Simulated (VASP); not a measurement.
A run of VASP 6.6.1:

The input INCAR:

```
  ALGO = Normal
  EDIFF = 1E-6
  ENCUT = 520
  GGA = PE
  ISIF = 2
  ISMEAR = -1
  ISYM = 0
  LASPH = T
  LCHARG = T
  LELF = T
  LREAL = Auto
  LVHAR = T
  LWAVE = F
  NBANDS = 122
  NELM = 80
  PREC = Accurate
  SIGMA = 0.05
```

KPOINTS

```
k-points
0
Gamma
  1 1 1
```

POSCAR

```
Hf2Ga6WO16
1.0
    6.7546960000      0.0703500000      0.2133700000
    0.0703500000      6.6525360000     -0.1906710000
    0.2133700000     -0.1906710000      6.6892510000
W O Hf Ga
1 16 2 6
Direct
    0.5064939275      0.5012210254      0.6990982555
   -0.0192923291      0.1759729034      0.6037827454
    0.6850791231      0.9156813459      0.3235019205
    0.4525451563      0.6694411236      0.9988604776
    0.8953024261      0.1921373546      0.1769340608
    0.6052121118      0.4945406804      0.4061359721
    0.1949226710      0.4689138414      0.3645757381
    0.1755113230     -0.0147571389      0.8932864667
    0.2417582358      0.9038819289      0.2914117166
    0.2398066009      0.4166971973      0.7898657917
   -0.0111401937      0.6070966022      0.0671433467
    0.7101884760      0.9586083608      0.9148973330
    0.4537614261      0.2130633718      0.1028518635
    0.9658808884      0.7631313154      0.5870597479
    0.5513286403      0.1969063211      0.6033710401
    0.4322140296      0.7531238202      0.5985628831
    0.7574891838      0.5141110606      0.7711539906
    0.9221829046      0.8923983189      0.0932680376
    0.1353301246      0.3524021612      0.0951195409
    0.4633617197      0.7178192564      0.2998774938
    1.0124970626      0.4656634904      0.5997362074
    0.7688930770     -0.0037452460      0.6475722281
    0.6367406626      0.2114583912      0.3104995803
    0.1753333917      0.9423097102      0.6025718349
    0.4231430412      0.9487070965      1.0035518028
```

Potentials or basis: VASP PAW PBE potentials, release 64 (W_sv, O, Hf_pv, Ga_d).

Run with:

```console
$ cat potpaw_PBE.64/W_sv/POTCAR potpaw_PBE.64/O/POTCAR potpaw_PBE.64/Hf_pv/POTCAR potpaw_PBE.64/Ga_d/POTCAR > POTCAR
$ mpirun -np 1 vasp_gam > vasp.out
```

Hardware: 1 thread of Intel(R) Xeon(R) 6975P-C (Granite Rapids), on a shared host.

**Question.** Estimate the wall time of this run.

**Answer.** Run time: 50 s on 1 thread of Intel(R) Xeon(R) 6975P-C (Granite Rapids), with other jobs on the host, peak memory 0.35 GiB. Counts: scf iterations 19, k points 1.
